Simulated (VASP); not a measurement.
Write the native input for VASP 6.6.1 that does the following.

```
Task                               : single point
Functional                         : HSE06
Potentials or basis                : VASP PAW PBE potentials, release 64 (Mg, O)
Cutoff                             : 520 eV
k mesh                             : 6 × 6 × 4
Occupations                        : gaussian, width 0.02 eV
Spin                               : no spin polarisation
Dipole correction                  : no
Grid for exact exchange (PRECFOCK) : Normal
Further INCAR settings             : ALGO = Normal; EDIFF = 1e-07; NBANDS = 16
Share of exact exchange            : 0.25
Screening parameter                : 0.2079 1/Å
```

Crystal: MgO.

```
Mg O
1.0
     3.52072    0.00000    0.00000
    -1.76036    3.04903    0.00000
     0.00000    0.00000    4.23744
Mg O
2 2
Direct
  0.66667 0.33333 0.75000
  0.33333 0.66667 0.25000
  0.66667 0.33333 0.25000
  0.33333 0.66667 0.75000
```

One way to write it, as run:

POSCAR

```
MgO
1.0
    3.5207161421      0.0000000000      0.0000000000
   -1.7603580710      3.0490296186      0.0000000000
    0.0000000000      0.0000000000      4.2374418908
Mg O
2 2
Direct
    0.6666666667      0.3333333333      0.7500000000
    0.3333333333      0.6666666667      0.2500000000
    0.6666666667      0.3333333333      0.2500000000
    0.3333333333      0.6666666667      0.7500000000
```

INCAR.step1

```
SYSTEM = MgO
ALGO = Normal
EDIFF = 1E-5
ENCUT = 520
GGA = PE
ISIF = 2
ISMEAR = 0
LASPH = .True.
LCHARG = .False.
LREAL = .False.
LWAVE = .True.
NBANDS = 16
NELM = 80
PREC = Accurate
SIGMA = 0.02
```

INCAR.step2

```
SYSTEM = MgO
ALGO = Normal
EDIFF = 1E-7
ENCUT = 520
GGA = PE
HFSCREEN = 0.2079
ISIF = 2
ISMEAR = 0
ISTART = 1
LASPH = .True.
LCHARG = .False.
LHFCALC = .True.
LREAL = .False.
LWAVE = .False.
NBANDS = 16
NELM = 80
PREC = Accurate
PRECFOCK = Normal
SIGMA = 0.02
```

KPOINTS

```
k-points
0
Gamma
  6 6 4
  0 0 0
```

Potentials or basis: VASP PAW PBE potentials, release 64 (Mg, O).

The run is started by

```console
$ cat potpaw_PBE.64/Mg/POTCAR potpaw_PBE.64/O/POTCAR > POTCAR
$ cp INCAR.step1 INCAR
$ mpirun -np 1 vasp_std > vasp.out
$ cp INCAR.step2 INCAR
$ mpirun -np 1 vasp_std > vasp.out
```

Results of the run:

| Quantity | Value |
| --- | --- |
| Pressure | -4.5 GPa |
| Band gap on the k mesh | 4.82 eV |

Caveat: the cell stands under tension; the PAW data sets were made with another functional, which shifts forces and pressure a little.

It took 52 min on 1 thread of Intel Xeon 8259CL (shared host), peak memory 0.29 GiB.
